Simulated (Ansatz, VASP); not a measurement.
# CdHg2Se3 in VASP and in Ansatz

```
CELL_PARAMETERS angstrom
4.41339 0.00046 -0.00011
-2.20630 3.82210 -0.00003
-0.00057 -0.00050 21.63341
ATOMIC_POSITIONS crystal
Cd 0.66680 0.33321 0.66615
Cd 0.33230 0.66645 0.16620
Hg 0.66754 0.33266 0.00063
Hg 0.66676 0.33391 0.33281
Hg 0.33365 0.66794 0.50064
Hg 0.33303 0.66587 0.83275
Se 0.66578 0.33309 0.12626
Se 0.66698 0.33442 0.45831
Se 0.66654 0.33259 0.79084
Se 0.33331 0.66724 0.29089
Se 0.33340 0.66661 0.62625
Se 0.33390 0.66602 0.95828
```

Change from the starting cell: cell x1, atoms moved at random (sigma 0.05 Å) and cell strained at random (1.5 %), then relaxed without symmetry.

Alike in both runs: functional PBE; k mesh 6 × 6 × 1; occupations gaussian, width 0.2 eV; no spin polarisation.

Ansatz relaxed the structure, and its values are those at the end. VASP's run is a single point on that final structure, the one shown.

|  | VASP | Ansatz |
| --- | --- | --- |
| version | VASP 6.6.1 | Ansatz 0.2.0 |
| potentials or method | VASP PAW PBE potentials, release 64 (Cd, Hg, Se), cutoff 520 eV | scalar-relativistic, plane waves, PAW |
| valence electrons in the cell | 108 | 216 |

|  | VASP | Ansatz | Ansatz less VASP |
| --- | --- | --- | --- |
| pressure (GPa) | 0.2 | 0.0 | -0.21 |

VASP's potentials hold 108 valence electrons a cell and Ansatz's 216, so a difference there can come from the potentials and not from the codes.

Spin-orbit coupling is off throughout.
